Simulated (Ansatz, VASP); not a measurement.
HfBiH2 in VASP and in Ansatz

```xyz
4
Lattice="3.2839 0.0000 0.0000 -1.6419 2.8439 0.0000 0.0000 0.0000 6.2181" Properties=species:S:1:pos:R:3 pbc="T T T"
Hf    0.0000    1.8960    0.0000
Bi    1.6419    0.9480    3.1090
H     0.0000    0.0000    0.9394
H     0.0000    0.0000    5.2786
```

Change from the starting cell: species swapped into the BiPt2Pb type (P-6m2, No. 187).

Alike in both runs: functional PBE; k mesh 12 × 12 × 10; occupations gaussian, width 0.1 eV; no spin polarisation.

Ansatz relaxed the structure, and its values are those at the end. VASP's run is a single point on that final structure, the one shown.

|  | VASP | Ansatz |
| --- | --- | --- |
| version | VASP 6.6.1 | Ansatz 0.2.0 |
| potentials or method | VASP PAW PBE potentials, release 64 (Hf_pv, Bi_d, H), cutoff 520 eV | scalar-relativistic, plane waves, PAW |
| valence electrons in the cell | 27 | 43 |

|  | VASP | Ansatz | Ansatz less VASP |
| --- | --- | --- | --- |
| gap on the k mesh at the Fermi level (eV) | none | none | - |
| pressure (GPa) | -0.4 | 0.0 | +0.42 |
| rms of the force components (eV/Å) | 0.006 | 0.000 | -0.0058 |

A gap of «none» marks a metal or a gap that the smearing closes. VASP's potentials hold 27 valence electrons a cell and Ansatz's 43, so a difference there can come from the potentials and not from the codes.

Spin-orbit coupling is off throughout.
